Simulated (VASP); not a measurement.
Write the native input for VASP 6.6.1 that does the following.

```yaml
Task: single point
Functional: PBEsol
Potentials_or_basis: VASP PAW PBE potentials, release 64 (Al, N)
Cutoff: 520 eV
k_mesh: 8 × 8 × 8
Occupations: gaussian, width 0.01 eV
Spin: no spin polarisation
Dipole_correction: no
Further_INCAR_settings: ALGO = Normal; EDIFF = 1e-07; NBANDS = 11
```

The structure of AlN lies in POSCAR:

```
AlN
1.0
    0.0000000000      2.2338089851      2.2338089851
    2.2338089851      0.0000000000      2.2338089851
    2.2338089851      2.2338089851      0.0000000000
Al N
1 1
Direct
    0.0000000000      0.0000000000      0.0000000000
    0.7500000000      0.7500000000      0.7500000000
```

The input as run:

INCAR

```
ALGO = Normal
EDIFF = 1E-7
ENCUT = 520
GGA = PS
ISIF = 2
ISMEAR = 0
LASPH = True
LCHARG = True
LELF = True
LREAL = False
LVHAR = True
LWAVE = False
NBANDS = 11
NELM = 80
PREC = Accurate
SIGMA = 0.01
```

KPOINTS

```
k-points
0
Gamma
  8 8 8
```

Potentials or basis: VASP PAW PBE potentials, release 64 (Al, N).

The run is started by

```bash
$ cat potpaw_PBE.64/Al/POTCAR potpaw_PBE.64/N/POTCAR > POTCAR
$ mpirun -np 1 vasp_std > vasp.out
```

It gave:

* Pressure: -10.9 GPa
* Band gap on the k mesh: 3.15 eV, indirect (least direct gap 3.55 eV)

Caveat: the PAW data sets were made with another functional, which shifts forces and pressure a little.

Wall time 7.7 s on 1 thread of Intel Xeon 8259CL (shared host), peak memory 0.13 GiB.
